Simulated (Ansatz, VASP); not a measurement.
Two plane-wave programs on Mo

Contents of INCAR:

```
  ALGO = Fast
  EDIFF = 1E-7
  ENCUT = 520
  GGA = PE
  ISIF = 2
  ISMEAR = 0
  LASPH = T
  LCHARG = F
  LREAL = F
  LWAVE = F
  NBANDS = 13
  NELM = 60
  PREC = Accurate
  SIGMA = 0.15
```

KPOINTS

```
k-points
0
Gamma
  22 22 22
```

The input POSCAR:

```
Mo
1.0
   -1.6966800000      1.6966800000      1.5081600000
    1.6966800000     -1.6966800000      1.5081600000
    1.6966800000      1.6966800000     -1.5081600000
Mo
1
Direct
    0.0000000000      0.0000000000      0.0000000000
```

Input for Ansatz:

```yaml
crystal:
  lattice:
    - [-1.69668, 1.69668, 1.50816]
    - [1.69668, -1.69668, 1.50816]
    - [1.69668, 1.69668, -1.50816]
  atoms:
    - { symbol: Mo, position: [0.0, 0.0, 0.0] }
basis:
  ecutwfc: 420
kpoints:
  mp_grid: { grid: [22, 22, 22] }
hamiltonian:
  xc: pbe
scf:
  occupations: { method: gaussian, width: 0.15 }
output:
  forces: true
  stress: true
  eigenvalues: true
```

Change from the starting cell: strain +0.080 along x and y, -0.040 along z, atoms carried along.

Alike in both runs: task single point; functional PBE; k mesh 22 × 22 × 22; occupations gaussian, width 0.15 eV; no spin polarisation.

|  | VASP | Ansatz |
| --- | --- | --- |
| version | VASP 6.6.1 | Ansatz 0.2.0 |
| potentials or method | VASP PAW PBE potentials, release 64 (Mo_sv), cutoff 520 eV | scalar-relativistic, plane waves, PAW |
| valence electrons in the cell | 14 | 14 |

```tsv
	VASP	Ansatz	Ansatz less VASP
gap on the k mesh at the Fermi level (eV)	none	none	-
pressure (GPa)	-18.2	-18.6	-0.34
traceless stress, the component that is largest in VASP (GPa)	16.91	16.91	+0.001
```

A gap of «none» marks a metal or a gap that the smearing closes.
